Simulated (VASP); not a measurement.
A run of VASP 6.6.1:

Contents of POSCAR:

```
TlPdI2
1.0
   -4.1313609200      4.1313609200      3.7945120900
    4.1313609200     -4.1313609200      3.7945120900
    4.1313609200      4.1313609200     -3.7945120900
I Tl Pd
4 2 2
Direct
    0.6820000000      0.1820000000      0.8640000000
    0.1820000000      0.3180000000      0.5000000000
    0.3180000000      0.8180000000      0.1360000000
    0.8180000000      0.6820000000      0.5000000000
    0.2500000000      0.2500000000      0.0000000000
    0.7500000000      0.7500000000      0.0000000000
    0.2500000000      0.7500000000      0.5000000000
    0.7500000000      0.2500000000      0.5000000000
```

The input INCAR.step1:

```
SYSTEM = TlPdI2
PREC     = Accurate       ! precision mode
ENCUT    = 520            ! plane-wave cutoff, eV
EDIFF    = 1E-7           ! SCF threshold, eV
ISMEAR   = -1             ! smearing method
SIGMA    = 0.1            ! smearing width, eV
LREAL    = .False.        ! projectors in reciprocal space
LASPH    = .True.         ! aspherical terms in the spheres
NELM     = 100            ! most SCF steps
ALGO     = Normal         ! electronic algorithm
ISIF     = 2              ! what is computed and relaxed
LWAVE    = .False.        ! write WAVECAR
LCHARG   = .True.         ! write CHGCAR
LMAXMIX  = 4              ! l up to which the mixer works
GGA      = PE             ! functional
NBANDS   = 47             ! bands
```

Contents of KPOINTS.step1:

```
Automatic mesh
0
Gamma
  6 6 6
  0 0 0
```

Contents of INCAR.step2:

```
SYSTEM = TlPdI2
PREC     = Accurate       ! precision mode
ENCUT    = 520            ! plane-wave cutoff, eV
EDIFF    = 1E-7           ! SCF threshold, eV
ISMEAR   = -5             ! smearing method
SIGMA    = 0.1            ! smearing width, eV
LREAL    = .False.        ! projectors in reciprocal space
LASPH    = .True.         ! aspherical terms in the spheres
NELM     = 100            ! most SCF steps
ALGO     = Normal         ! electronic algorithm
ISIF     = 2              ! what is computed and relaxed
LWAVE    = .False.        ! write WAVECAR
LCHARG   = .False.        ! write CHGCAR
LMAXMIX  = 4              ! l up to which the mixer works
GGA      = PE             ! functional
LORBIT   = 11             ! projections on sites
NEDOS    = 2001           ! points of the DOS
ICHARG   = 11             ! starting density
```

Contents of KPOINTS.step2:

```
Automatic mesh
0
Gamma
  9 9 9
  0 0 0
```

Potentials or basis: VASP PAW PBE potentials, release 64 (I, Tl_d, Pd).

Launch:

```console
$ cat potpaw_PBE.64/I/POTCAR potpaw_PBE.64/Tl_d/POTCAR potpaw_PBE.64/Pd/POTCAR > POTCAR
$ cp INCAR.step1 INCAR
$ cp KPOINTS.step1 KPOINTS
$ mpirun -np 1 vasp_std > vasp.out
$ cp INCAR.step2 INCAR
$ cp KPOINTS.step2 KPOINTS
$ mpirun -np 1 vasp_std > vasp.out
```

Hardware: 1 thread of AMD EPYC 9R45 96-Core Processor (Zen 5), with other jobs on the host.

Problem. Estimate the wall time of this run.

Solution. Run time: 11 min on 1 thread of AMD EPYC 9R45 96-Core Processor (Zen 5), with other jobs on the host, peak memory 0.87 GiB. Counts: k points 75.
